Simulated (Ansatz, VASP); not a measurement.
## One calculation of TiO2, two programs

Contents of INCAR:

```
PREC = Accurate
ENCUT = 520
EDIFF = 1E-7
ISMEAR = -1
SIGMA = 0.05
LREAL = False
LASPH = True
NELM = 60
ALGO = Normal
ISIF = 2
LWAVE = False
LCHARG = False
NBANDS = 33
```

The input KPOINTS:

```
Automatic mesh
0
Gamma
  7 7 10
```

The input POSCAR:

```
TiO2
1.0
    4.5940000000      0.0000000000      0.0000000000
    0.0000000000      4.5940000000      0.0000000000
    0.0000000000      0.0000000000      2.9885900000
Ti O
2 4
Direct
    0.0000000000      0.0000000000      0.0000000000
    0.5000000000      0.5000000000      0.5000000000
    0.3060000000      0.3060000000      0.0000000000
    0.1940000000      0.8060000000      0.5000000000
    0.6940000000      0.6940000000      0.0000000000
    0.8060000000      0.1940000000      0.5000000000
```

Input for Ansatz:

```yaml
crystal:
  lattice:
    - [4.594, 0.0, 0.0]
    - [0.0, 4.594, 0.0]
    - [0.0, 0.0, 2.98859]
  atoms:
    - { symbol: Ti, position: [0.0, 0.0, 0.0] }
    - { symbol: Ti, position: [0.5, 0.5, 0.5] }
    - { symbol: O, position: [0.306, 0.306, 0.0] }
    - { symbol: O, position: [0.194, 0.806, 0.5] }
    - { symbol: O, position: [0.694, 0.694, 0.0] }
    - { symbol: O, position: [0.806, 0.194, 0.5] }
kpoints:
  mp_grid: { grid: [7, 7, 10] }
  band_path:
    path:
      - [0.0, 0.0, 0.0]
      - [0.0, 0.5, 0.0]
      - [0.5, 0.5, 0.0]
      - [0.0, 0.0, 0.0]
      - [0.0, 0.0, 0.5]
      - [0.0, 0.5, 0.5]
      - [0.5, 0.5, 0.5]
      - [0.0, 0.0, 0.5]
      - [0.0, 0.5, 0.0]
    npoints: 5
scf:
  occupations: { method: fermi_dirac, width: 0.05 }
hamiltonian:
  xc: lda
  pseudopotentials: { kind: all_electron, lapw: { basis_error: 0.0005 } }
output:
  forces: true
  stress: true
  eigenvalues: true
```

Change from the starting cell: zz strain of +1 %.

Alike in both runs: task single point; functional LDA; k mesh 7 × 7 × 10; occupations fermi-dirac, width 0.05 eV; no spin polarisation.

|  | VASP | Ansatz |
| --- | --- | --- |
| version | VASP 6.6.1 | Ansatz 0.2.0 |
| potentials or method | VASP PAW LDA potentials, release 64 (Ti_sv, O), cutoff 520 eV | all-electron LAPW, scalar-relativistic |

|  | VASP | Ansatz | Ansatz less VASP |
| --- | --- | --- | --- |
| pressure (GPa) | -9.4 | -10.3 | -0.93 |
| traceless stress, the component that is largest in VASP (GPa) | -3.98 | -4.25 | -0.264 |
| rms of the force components (eV/Å) | 0.037 | 0.023 | -0.0141 |

LDA's correlation is that of Perdew and Zunger in VASP and of Perdew and Wang (1992) in Ansatz. Atom by atom the forces differ by 0.014 eV/Å (rms over components). Ansatz ran all-electron here, and VASP with PAW potentials.
